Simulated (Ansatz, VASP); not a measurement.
# AlRu: VASP beside Ansatz

```xyz
2
Lattice="2.9636 0.0000 0.0000 0.0000 2.9636 0.0000 0.0000 0.0000 2.9636" Properties=species:S:1:pos:R:3 pbc="T T T"
Al    0.0000    0.0000    0.0000
Ru    1.4818    1.4818    1.4818
```

Alike in both runs: task relaxation of cell and atoms; functional PBEsol; k mesh 14 × 14 × 14; occupations gaussian, width 0.1 eV; no spin polarisation.

|  | VASP | Ansatz |
| --- | --- | --- |
| version | VASP 6.6.1 | Ansatz 0.2.0 |
| potentials or method | VASP PAW PBE potentials, release 64 (Al, Ru_pv), cutoff 500 eV | scalar-relativistic, plane waves, PAW |
| valence electrons in the cell | 17 | 19 |

|  | VASP | Ansatz | Ansatz less VASP |
| --- | --- | --- | --- |
| gap on the k mesh at the Fermi level, each at its own relaxed structure (eV) | none | none | - |
| relaxed volume (Å³/atom) | 13.19 | 13.18 | -0.006 |
| relaxed cell length with the largest relative difference (Å) | 2.977 | 2.976 | -0.0004 |

VASP's potentials were made for PBE, not for PBEsol. A gap of «none» marks a metal or a gap that the smearing closes. VASP's potentials hold 17 valence electrons a cell and Ansatz's 19, so a difference there can come from the potentials and not from the codes.
